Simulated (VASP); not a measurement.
Here is a VASP 6.6.1 calculation.

The input INCAR:

```
PREC = Accurate
ENCUT = 520
EDIFF = 1E-6
ISMEAR = 0
SIGMA = 0.05
LREAL = False
LASPH = True
NELM = 80
ALGO = Normal
ISIF = 2
LWAVE = False
LCHARG = False
LDIPOL = True
IDIPOL = 3
DIPOL = 0.5 0.5 0.500
GGA = PS
NBANDS = 46
```

Contents of KPOINTS:

```
regular mesh
0
Gamma
  9 6 1
```

The input POSCAR:

```
TiO2
1.0
    2.9389940179      0.0000000000      0.0000000000
    0.0000000000      4.5912476121      0.0000000000
    0.0000000000      0.0000000000     23.3869879129
O Ti
6 3
Direct
    0.5000000000      0.1955612562      0.3634499676
    0.5000000000      0.8044387438      0.4402337034
    0.0000000000      0.3044387438      0.4616081321
    0.0000000000      0.7080596876      0.5373244916
    0.5000000000      0.2315468681      0.5619239636
    0.5000000000      0.8687907857      0.6379967616
    0.0000000000      0.0000000000      0.4018418355
    0.5000000000      0.4890094096      0.5000053745
    0.0000000000     -0.0248755302      0.5958512231
```

Potentials or basis: VASP PAW PBE potentials, release 64 (O, Ti_sv).

Run with:

```sh
$ cat potpaw_PBE.64/O/POTCAR potpaw_PBE.64/Ti_sv/POTCAR > POTCAR
$ mpirun -np 1 vasp_std > vasp.out
```

Q: Predict the largest force.

A: 3.459 eV/Å.

Q: Predict the band gap on the k mesh.

A: 2.12 eV (least direct gap 2.22 eV).

Forces on the atoms (eV/Å):
```
O    0.000 -2.128  0.947
O    0.000 -0.923 -0.161
O    0.000 -0.381 -0.217
O    0.000 -0.018 -0.023
O    0.000 -0.004  0.027
O    0.000 -0.047  0.091
Ti   0.000  3.398 -0.644
Ti   0.000  0.035 -0.016
Ti   0.000  0.069 -0.004
```

Caveat: the PAW data sets were made with another functional, which shifts forces and pressure a little.
